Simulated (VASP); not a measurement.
Rh: single point with r2SCAN

System: Rh, a wire with vacuum.

```
Rh
1.0
     9.00000    0.00000    0.00000
     0.00000    9.30000    0.00000
     0.00000    0.00000    2.39388
Rh
1
Direct
  0.50000 0.50000 0.00000
```

```yaml
Program: VASP 6.6.1
Task: single point
Functional: r2SCAN
Potentials_or_basis: VASP PAW PBE potentials, release 64 (Rh_pv)
Cutoff: 520 eV
k_mesh: 1 × 1 × 26
Occupations: gaussian, width 0.05 eV
Spin: collinear spin, ferromagnetic start
Starting_moments: "[1.5] μB"
```

```yaml
Net_moment: 0.38 μB per cell
Site_moments: Rh +0.38 μB
Valence_electrons_inside_the_program's_atomic_spheres: Rh 13.66
```

Levels at points of the mesh, in eV from the Fermi level:
Spin up:
```tsv
k point	band 5	band 6	band 7	band 8	band 9	band 10
(0.00, 0.00, 0.00)	-1.33	-1.33	-0.77	0.73	0.73	3.29
(0.00, 0.00, 0.50)	-3.39	-0.38	-0.38	0.66	5.51	9.29
```
Spin down:
| k point | band 3 | band 4 | band 5 | band 6 | band 7 | band 8 | band 9 | band 10 | band 11 | band 12 |
| --- | --- | --- | --- | --- | --- | --- | --- | --- | --- | --- |
| (0.00, 0.00, 0.00) | -46.45 | -4.98 | -0.95 | -0.95 | -0.65 | 1.14 | 1.15 | 3.31 | 3.33 | 4.95 |
| (0.00, 0.00, 0.50) | -46.31 | -3.09 | -3.09 | 0.04 | 0.04 | 0.89 | 5.50 | 9.39 | 10.17 | 10.19 |

It took 5.8 min on 1 thread of Intel(R) Xeon(R) 6975P-C (Granite Rapids), with other jobs on the host, peak memory 0.44 GiB.
